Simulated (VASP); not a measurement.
# Nb (P6_3/mmc) in VASP: single point with PBE

Aim: the single point of Nb with PBE.

Program: VASP 6.6.1. These are calculated values, not measurements. Logs are shortened: lines on timing, memory, paths and dates and some standing lists are left out, and cuts for length are marked.

## Step 1: The cell of the first run

Symmetry: P6_3/mmc, No. 194, hexagonal system. The conventional cell has a = 2.777 Å, b = 2.777 Å, c = 4.947 Å, α = 90.00°, β = 90.00°, γ = 120.00°. Within 3.7 Å of Nb (site symmetry -6m2) lie 12 Nb at 2.78 to 2.95 Å.

This isn't the form of Nb at room conditions, which is bcc.

## Step 2: Single point, PBE (Ta replaced by Nb, lengths x 0.979, strained)

INCAR

```
SYSTEM = Nb
PREC     = Accurate       ! precision mode
ENCUT    = 520            ! plane-wave cutoff, eV
EDIFF    = 1E-6           ! SCF threshold, eV
ISMEAR   = 0              ! smearing method
SIGMA    = 0.1            ! smearing width, eV
LREAL    = .False.        ! projectors in reciprocal space
LASPH    = .True.         ! aspherical terms in the spheres
NELM     = 80             ! most SCF steps
ALGO     = Normal         ! electronic algorithm
ISIF     = 2              ! what is computed and relaxed
LWAVE    = .False.        ! write WAVECAR
LCHARG   = .True.         ! write CHGCAR
GGA      = PE             ! functional
LELF     = .True.         ! ELF
LVHAR    = .True.       
NBANDS   = 20             ! bands
```

KPOINTS

```
regular mesh
0
Gamma
  18 18 8
  0 0 0
```

POSCAR

```
Nb
1.0
    2.7770064867      0.0000000000      0.0000000000
   -1.3885032434      2.4049581640      0.0000000000
    0.0000000000      0.0000000000      4.9465296352
Nb
2
Direct
    0.6666666700      0.3333333300      0.7500000000
    0.3333333300      0.6666666700      0.2500000000
```

Potentials or basis: VASP PAW PBE potentials, release 64 (Nb_sv).

On the command line:

```bash
cat potpaw_PBE.64/Nb_sv/POTCAR > POTCAR
mpirun -np 1 vasp_std > vasp.out
```

OUTCAR:

```text
SYSTEM = Nb
   PREC = Accurate
   ENCUT = 520
   EDIFF = 1E-6
   ISMEAR = 0
   LREAL = .False.
   LASPH = .True.
   NELM = 80
   ISIF = 2
   GGA = PE

 ion  position               nearest neighbor table
   1  0.667  0.333  0.750-   2 2.95   2 2.95   2 2.95   2 2.95   2 2.95   2 2.95
   2  0.333  0.667  0.250-   1 2.95   1 2.95   1 2.95   1 2.95   1 2.95   1 2.95

  LATTYP: Found a hexagonal cell.
 ALAT       =     2.7770064867
 C/A-ratio  =     1.7812452578

  Lattice vectors:

 A1 = (   2.7770064867,   0.0000000000,   0.0000000000)
 A2 = (  -1.3885032434,   2.4049581640,   0.0000000000)
 A3 = (   0.0000000000,   0.0000000000,   4.9465296352)

Analysis of symmetry for initial positions (statically):
=====================================================================
 Subroutine PRICEL returns:
 Original cell was already a primitive cell.

 Routine SETGRP: Setting up the symmetry group for a
 hexagonal supercell.

 Subroutine GETGRP returns: Found 24 space group operations
 (whereof 12 operations were pure point group operations)
 out of a pool of 24 trial point group operations.

The static configuration has the point symmetry D_3d.
 The point group associated with its full space group is D_6h.

Analysis of symmetry for dynamics (positions and initial velocities):
=====================================================================
 Subroutine PRICEL returns:
 Original cell was already a primitive cell.

 Routine SETGRP: Setting up the symmetry group for a
 hexagonal supercell.

 Subroutine GETGRP returns: Found 24 space group operations
 (whereof 12 operations were pure point group operations)
 out of a pool of 24 trial point group operations.

The dynamic configuration has the point symmetry D_3d.
 The point group associated with its full space group is D_6h.

 Subroutine INISYM returns: Found 24 space group operations
 (whereof 12 operations are pure point group operations),
 and found     1 'primitive' translations

----------------------------------------------------------------------------------------

                                     Primitive cell

  volume of cell :      33.0358

  direct lattice vectors                    reciprocal lattice vectors
     2.777006487  0.000000000  0.000000000     0.360099987  0.207903824  0.000000000
    -1.388503243  2.404958164  0.000000000     0.000000000  0.415807649  0.000000000
     0.000000000  0.000000000  4.946529635     0.000000000  0.000000000  0.202161934

  length of vectors
     2.777006487  2.777006487  4.946529635     0.415807649  0.415807649  0.202161934

  position of ions in fractional coordinates (direct lattice)
     0.666666670  0.333333330  0.750000000
     0.333333330  0.666666670  0.250000000

  ion indices of the primitive-cell ions
   primitive index   ion index
                 1           1
                 2           2

----------------------------------------------------------------------------------------

 KPOINTS: regular mesh

Automatic generation of k-mesh.
 Grid dimensions read from file:
 generate k-points for:   18   18    8

 Generating k-lattice:

  Cartesian coordinates                     Fractional coordinates (reciprocal lattice)
     0.020005555  0.011550212  0.000000000     0.055555556 -0.000000000  0.000000000
     0.000000000  0.023100425  0.000000000     0.000000000  0.055555556  0.000000000
     0.000000000  0.000000000  0.025270242     0.000000000  0.000000000  0.125000000

  Length of vectors
     0.023100425  0.023100425  0.025270242

  Shift w.r.t. Gamma in fractional coordinates (k-lattice)
     0.000000000  0.000000000  0.000000000

 Subroutine IBZKPT returns following result:
 ===========================================

 Found    185 irreducible k-points:

 Following reciprocal coordinates:
            Coordinates               Weight
  0.000000  0.000000  0.000000      1.000000
  0.055556  0.000000  0.000000      6.000000
  0.111111  0.000000  0.000000      6.000000
  0.166667  0.000000  0.000000      6.000000
  0.222222  0.000000  0.000000      6.000000
  0.277778  0.000000  0.000000      6.000000
[... 16 lines left out ...]
  0.333333  0.111111  0.000000     12.000000
  0.388889  0.111111  0.000000     12.000000
 [... further k-points ...]
   k-points           NKPTS =    185   k-points in BZ     NKDIM =    185   number of bands    NBANDS=     20
   number of dos      NEDOS =    301   number of ions     NIONS =      2
   total plane-waves  NPLWV =  23040
   dimension x,y,z NGX =    24 NGY =   24 NGZ =   40
   dimension x,y,z NGXF=    48 NGYF=   48 NGZF=   80
   ions per type =               2
   NGX,Y,Z   is equivalent  to a cutoff of  14.37, 14.37, 13.44 a.u.
   NGXF,Y,Z  is equivalent  to a cutoff of  28.74, 28.74, 26.89 a.u.
 SYSTEM =  Nb
   PREC   = accura    normal or accurate (medium, high low for compatibility)
   ISTART =      0    job   : 0-new  1-cont  2-samecut
   ICHARG =      2    charge: 1-file 2-atom 10-const
   ISPIN  =      1    spin polarized calculation?
   LNONCOLLINEAR =      F non collinear calculations
   LSORBIT =      F    spin-orbit coupling
   LASPH  =      T    aspherical Exc in radial PAW
   ENCUT  =  520.0 eV  38.22 Ry    6.18 a.u.   5.16  5.16  9.20*2*pi/ulx,y,z
   NELM   =     80;   NELMIN=  2; NELMDL= -5     # of ELM steps
   EDIFF  = 0.1E-05   stopping-criterion for ELM
   LREAL  =      F    real-space projection
   EDIFFG = 0.1E-04   stopping-criterion for IOM
   NSW    =      0    number of steps for IOM
   IBRION =     -1    ionic relax: 0-MD 1-quasi-New 2-CG
   NFREE  =      0    steps in history (QN), initial steepest desc. (CG)
   ISIF   =      2    stress and relaxation
   ISYM   =      2    0-nonsym 1-usesym 2-fastsym
   POTIM  = 0.5000    time-step for ionic-motion
   TEBEG  =    0.0;   TEEND  =   0.0 temperature during run
   PSTRESS=    0.0 pullay stress
   NELECT =      26.0000    total number of electrons
   NUPDOWN=      -1.0000    fix difference up-down
   EMIN   =  10.00;   EMAX   =-10.00  energy-range for DOS
   EFERMI =   0.00;   METHOD = LEGACY
   ISMEAR =     0;   SIGMA  =   0.10  broadening in eV -4-tet -1-fermi 0-gaus
   EFERMI_NEDOS =   21; number of points for ismear=-14 and -15
   IALGO  =     38    algorithm
   IMIX   =      4    mixing-type and parameters
     AMIX     =   0.40;   BMIX     =  1.00
     AMIX_MAG =   1.60;   BMIX_MAG =  1.00
  volume/ion in A,a.u.               =      16.52       111.47
  Fermi-wavevector in a.u.,A,eV,Ry     =   1.511486  2.856295 31.083753  2.284591
  Thomas-Fermi vector in A             =   2.621537
   LORBIT       =      0    0 simple, 1 ext, 2 COOP (PROOUT), +10 PAW based schemes
   GGA     = PE    functional components
   LHFCALC =     F    Hartree Fock is set to
   AEXX    =    0.0000 exact exchange contribution
   IVDW    =     0    specifies the selected vdW correction
   LEPSILON=     F    determine dielectric tensor
   LRPA    =     F    only Hartree local field effects (RPA)
 non-spin polarized calculation
 Gauss-broadening in eV      SIGMA  =   0.10
  energy-cutoff  :      520.00
  volume of cell :       33.04
 maximum number of plane-waves:       902
 NGX is ok and might be reduce to    24
   NGX = 11   NGY = 11   NGZ = 19

 number of electron      26.0000002 magnetization

 Free energy of the ion-electron system (eV)
  ---------------------------------------------------
  ext. energy  EPLUGINS =         0.00000000
  ---------------------------------------------------
  free energy    TOTEN  =       -19.55280156 eV

  energy without entropy =      -19.54169703  energy(sigma->0) =      -19.54724929

 E-fermi :  12.8441     XC(G=0): -12.9427

 val. band max:       12.8302211699   @ k =   0.2778   0.1111   0.3750
 cond. band min:      12.8535758016   @ k =   0.1667   0.0000   0.3750
 fundamental gap:      0.0233546318
 Fermi energy:        12.8441069816

 k-point     1 :       0.0000    0.0000    0.0000
  band No.  band energies     occupation
      1     -41.8262      2.00000
      2     -41.5961      2.00000
      3     -18.5654      2.00000
      4     -17.1002      2.00000
      5     -16.9368      2.00000
      6     -16.9368      2.00000
[... 12 lines left out ...]
     19      17.6743      0.00000
     20      17.6743      0.00000

 k-point     2 :       0.0556    0.0000    0.0000
  band No.  band energies     occupation
      1     -41.8161      2.00000
      2     -41.5889      2.00000
      3     -18.5479      2.00000
      4     -17.1020      2.00000
      5     -16.9929      2.00000
      6     -16.9520      2.00000
[... 12 lines left out ...]
     19      17.7280      0.00000
     20      18.0786      0.00000

 k-point     3 :       0.1111    0.0000    0.0000
  band No.  band energies     occupation
      1     -41.7867      2.00000
      2     -41.5683      2.00000
      3     -18.4964      2.00000
      4     -17.1533      2.00000
      5     -17.1078      2.00000
      6     -17.0154      2.00000
[... 12 lines left out ...]
     19      17.8485      0.00000
     20      18.9736      0.00000

 k-point     4 :       0.1667    0.0000    0.0000
  band No.  band energies     occupation
      1     -41.7409      2.00000
      2     -41.5369      2.00000
      3     -18.4144      2.00000
      4     -17.3959      2.00000
      5     -17.2541      2.00000
      6     -17.1193      2.00000
[... 12 lines left out ...]
     19      17.9693      0.00000
     20      20.0327      0.00000

 k-point     5 :       0.2222    0.0000    0.0000
  band No.  band energies     occupation
      1     -41.6834      2.00000
      2     -41.4989      2.00000
      3     -18.3076      2.00000
      4     -17.6881      2.00000
      5     -17.5363      2.00000
      6     -17.1390      2.00000
[... 12 lines left out ...]
     19      18.0539      0.00000
     20      21.1158      0.00000

 k-point     6 :       0.2778    0.0000    0.0000
  band No.  band energies     occupation
      1     -41.6202      2.00000
      2     -41.4595      2.00000
      3     -18.1840      2.00000
      4     -17.9923      2.00000
      5     -17.8257      2.00000
      6     -17.2131      2.00000
[... 12 lines left out ...]
     19      18.0962      0.00000
     20      22.1381      0.00000

 k-point     7 :       0.3333    0.0000    0.0000
  band No.  band energies     occupation
      1     -41.5580      2.00000
      2     -41.4242      2.00000
      3     -18.2718      2.00000
      4     -18.0889      2.00000
      5     -18.0536      2.00000
      6     -17.2850      2.00000
[... 12 lines left out ...]
     19      18.1064      0.00000
     20      23.0038      0.00000
[... 277 lines left out ...]
 k-point    20 :       0.1667    0.1111    0.0000
  band No.  band energies     occupation
      1     -41.6606      2.00000
      2     -41.4843      2.00000
      3     -18.2640      2.00000
      4     -17.7249      2.00000
      5     -17.6569      2.00000
      6     -17.1715      2.00000
[... 12 lines left out ...]
     19      17.7730      0.00000
     20      21.7117      0.00000

 k-point    21 :       0.2222    0.1111    0.0000
  band No.  band energies     occupation
      1     -41.6004      2.00000
      2     -41.4477      2.00000
      3     -18.1441      2.00000
      4     -17.9968      2.00000
      5     -17.8904      2.00000
      6     -17.2769      2.00000
[... 12 lines left out ...]
     19      17.7341      0.00000
     20      22.7509      0.00000

 k-point    22 :       0.2778    0.1111    0.0000
  band No.  band energies     occupation
      1     -41.5412      2.00000
      2     -41.4151      2.00000
      3     -18.2493      2.00000
      4     -18.1018      2.00000
      5     -18.0172      2.00000
      6     -17.3763      2.00000
[... 12 lines left out ...]
     19      18.2827      0.00000
     20      23.2400      0.00000

 k-point    23 :       0.3333    0.1111    0.0000
  band No.  band energies     occupation
      1     -41.4898      2.00000
      2     -41.3910      2.00000
      3     -18.4513      2.00000
      4     -18.2715      2.00000
      5     -17.8958      2.00000
      6     -17.4561      2.00000
[... 12 lines left out ...]
     19      19.4283      0.00000
     20      23.2689      0.00000

 k-point    24 :       0.3889    0.1111    0.0000
  band No.  band energies     occupation
      1     -41.4533      2.00000
      2     -41.3778      2.00000
      3     -18.5812      2.00000
      4     -18.3812      2.00000
      5     -17.7991      2.00000
      6     -17.5075      2.00000
[... 12 lines left out ...]
     19      20.3972      0.00000
     20      22.8573      0.00000

 [... further k-points ...]

------------------------ aborting loop because EDIFF is reached ----------------------------------------

  FORCE on cell =-STRESS in cart. coord.  units (eV):
  Direction    XX          YY          ZZ          XY          YZ          ZX
  --------------------------------------------------------------------------------------
  -------------------------------------------------------------------------------------
  Total        4.7059312      4.7059312      5.5873116     -0.0000000      0.0000000     -0.0000000
  in kB      228.2291536    228.2291536    270.9745092     -0.0000000      0.0000000     -0.0000000
  external PRESSURE =     242.4776054 kB  Pullay stress =       0.0000000 kB

 VOLUME and BASIS-vectors are now :
 -----------------------------------------------------------------------------
  energy-cutoff  :      520.00
  volume of cell :       33.04
      direct lattice vectors                 reciprocal lattice vectors
     2.777006487  0.000000000  0.000000000     0.360099987  0.207903824  0.000000000
    -1.388503243  2.404958164  0.000000000     0.000000000  0.415807649  0.000000000
     0.000000000  0.000000000  4.946529635     0.000000000  0.000000000  0.202161934

 POSITION                                       TOTAL-FORCE (eV/Angst)
 -----------------------------------------------------------------------------------
      1.38850      0.80165      3.70990        -0.000000     -0.000000      0.000000
     -0.00000      1.60331      1.23663         0.000000      0.000000      0.000000
 -----------------------------------------------------------------------------------
    total drift:                               -0.000009      0.000005     -0.000000

  FREE ENERGIE OF THE ION-ELECTRON SYSTEM (eV)
  ---------------------------------------------------
  free  energy   TOTEN  =       -19.5528015581 eV

  energy  without entropy=      -19.5416970302  energy(sigma->0) =      -19.54724929
```

It took 1.8 min on 1 thread of Intel Xeon 8259CL, shared host; peak memory 0.23 GiB.

Results:

| Property | Result |
| --- | --- |
| Free energy | -19.5528 eV |
| Pressure | 24.2 GPa |
| Band gap on the k mesh | zero (bands 13 and 14 overlap by 3.30 eV) |

Caveat: the cell differs from its parent crystal (Ta replaced by Nb, lengths x 0.979, strained); the cell stands under pressure.
